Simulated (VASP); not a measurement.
A run of VASP 6.6.1 is set up as follows.

The input INCAR:

```
SYSTEM = Ti
PREC = Accurate
ENCUT = 520
EDIFF = 1E-7
ISMEAR = 0
SIGMA = 0.1
LREAL = .False.
LASPH = .True.
NELM = 80
ALGO = Fast
ISIF = 2
LWAVE = .False.
LCHARG = .True.
GGA = PS
LELF = .True.
LVHAR = .True.
NBANDS = 19
```

KPOINTS

```
regular mesh
0
Gamma
  18 18 14
  0 0 0
```

The input POSCAR:

```
Ti
1.0
    1.9468043053      1.9468043053      0.0000000000
   -1.9468043053      1.9468043053      0.0000000000
    0.0000000000      0.0000000000      4.3205332697
Ti
2
Direct
    0.0000000000      0.0000000000      0.0000000000
    0.5000000000      0.5000000000      0.5000000000
```

Potentials or basis: VASP PAW PBE potentials, release 64 (Ti_sv).

The run is started by

```console
$ cat potpaw_PBE.64/Ti_sv/POTCAR > POTCAR
$ mpirun -np 1 vasp_std > vasp.out
```

Predict the band gap on the k mesh.

zero (bands 12 and 13 overlap by 1.30 eV).

What does it give for the pressure?

1.7 GPa.

Stress tensor (GPa, compression positive):
```
 2.71  0.00  0.00
 0.00  2.71  0.00
 0.00  0.00 -0.34
```

Caveat: the cell differs from its parent crystal (biaxial strain in the a-b plane: -4.0 %, then relaxed in part); the PAW data sets were made with another functional, which shifts forces and pressure a little.
